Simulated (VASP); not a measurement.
Write the native input for VASP 6.6.1 that does the following.

```
Task                   : single point
Functional             : LDA
Potentials or basis    : VASP PAW LDA potentials, release 64 (Si, W_sv)
Cutoff                 : 520 eV
k mesh                 : 20 × 20 × 20
Occupations            : gaussian, width 0.15 eV
Spin                   : no spin polarisation
Dipole correction      : no
Further INCAR settings : ALGO = Normal; EDIFF = 1e-06; NBANDS = 18
```

The structure of Si2W lies in POSCAR:

```
Si2W
1.0
   -1.4659014325      1.4659014325      4.0378254959
    1.4659014325     -1.4659014325      4.0378254959
    1.4659014325      1.4659014325     -4.0378254959
Si W
2 1
Direct
    0.3346644983      0.3346644983      0.0000000000
    0.6653355017      0.6653355017      0.0000000000
    0.0000000000      0.0000000000      0.0000000000
```

The input as run:

INCAR

```
  PREC = Accurate
  ENCUT = 520
  EDIFF = 1E-6
  ISMEAR = 0
  SIGMA = 0.15
  LREAL = F
  LASPH = T
  NELM = 100
  ALGO = Normal
  ISIF = 2
  LWAVE = F
  LCHARG = F
  NBANDS = 18
```

KPOINTS

```
Automatic mesh
0
Gamma
  20 20 20
```

Potentials or basis: VASP PAW LDA potentials, release 64 (Si, W_sv).

The run is started by

```console
$ cat potpaw_LDA.64/Si/POTCAR potpaw_LDA.64/W_sv/POTCAR > POTCAR
$ mpirun -np 1 vasp_std > vasp.out
```

It gave:

- Pressure: 41.7 GPa
- Largest force: 0.542 eV/Å
- Band gap on the k mesh: zero (bands 11 and 12 overlap by 2.05 eV)

Caveat: the cell stands under pressure; spin-orbit coupling is left out, which moves the levels of the heavy elements.

It took 10 min on 1 thread of Intel Xeon 8259CL (shared host), peak memory 0.48 GiB.
